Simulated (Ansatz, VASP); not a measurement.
## Ag in VASP and in Ansatz

Contents of INCAR:

```
SYSTEM = Ag
PREC     = Accurate       ! precision mode
ENCUT    = 520            ! plane-wave cutoff, eV
EDIFF    = 1E-7           ! SCF threshold, eV
ISMEAR   = 0              ! smearing method
SIGMA    = 0.03           ! smearing width, eV
LREAL    = .FALSE.        ! projectors in reciprocal space
LASPH    = .TRUE.         ! aspherical terms in the spheres
NELM     = 100            ! most SCF steps
ALGO     = Normal         ! electronic algorithm
ISIF     = 2              ! what is computed and relaxed
LWAVE    = .FALSE.        ! write WAVECAR
LCHARG   = .FALSE.        ! write CHGCAR
GGA      = CA             ! functional
NBANDS   = 12             ! bands
```

File KPOINTS:

```
regular mesh
0
G
  13 13 13
  0 0 0
```

The input POSCAR:

```
Ag
1.0
    0.0000000000      1.9996579419      1.9996579419
    1.9996579419      0.0000000000      1.9996579419
    1.9996579419      1.9996579419      0.0000000000
Ag
1
Direct
    0.0000000000      0.0000000000      0.0000000000
```

Input for Ansatz:

```yaml
crystal:
  lattice:
    - [0.0, 1.9996579419, 1.9996579419]
    - [1.9996579419, 0.0, 1.9996579419]
    - [1.9996579419, 1.9996579419, 0.0]
  atoms:
    - { symbol: Ag, position: [0.0, 0.0, 0.0] }
hamiltonian:
  xc: lda
  pseudopotentials:
    kind: paw
    azcp:
      Ag: "pseudopotentials/Ag.paw.azcp"
basis:
  ecutwfc: 420
  fft_grid_basis: typed
kpoints:
  mp_grid: { grid: [13, 13, 13], shift: [0, 0, 0] }
magnetization:
  spin_polarized: false
scf:
  occupations: { method: gaussian, width: 0.03 }
  lower_state_search: "off"
output:
  stress: true
```

Alike in both runs: task single point; functional LDA; k mesh 13 × 13 × 13; occupations gaussian, width 0.03 eV; no spin polarisation.

|  | VASP | Ansatz |
| --- | --- | --- |
| version | VASP 6.6.1 | Ansatz 0.2.0 |
| potentials or method | VASP PAW LDA potentials, release 64 (Ag), cutoff 520 eV | plane waves (420 eV) with PAW, scalar-relativistic |
| valence electrons in the cell | 11 | 19 |

VASP gave:

- pressure (GPa): 0.1

Problem. What did Ansatz give for the same quantities?

Solution. Pressure (GPa): -0.1.

Ansatz warns that its potentials were made for another functional, while VASP's fit it. LDA's correlation is that of Perdew and Zunger in VASP and of Perdew and Wang (1992) in Ansatz. VASP's potentials hold 11 valence electrons a cell and Ansatz's 19, so a difference there can come from the potentials and not from the codes.
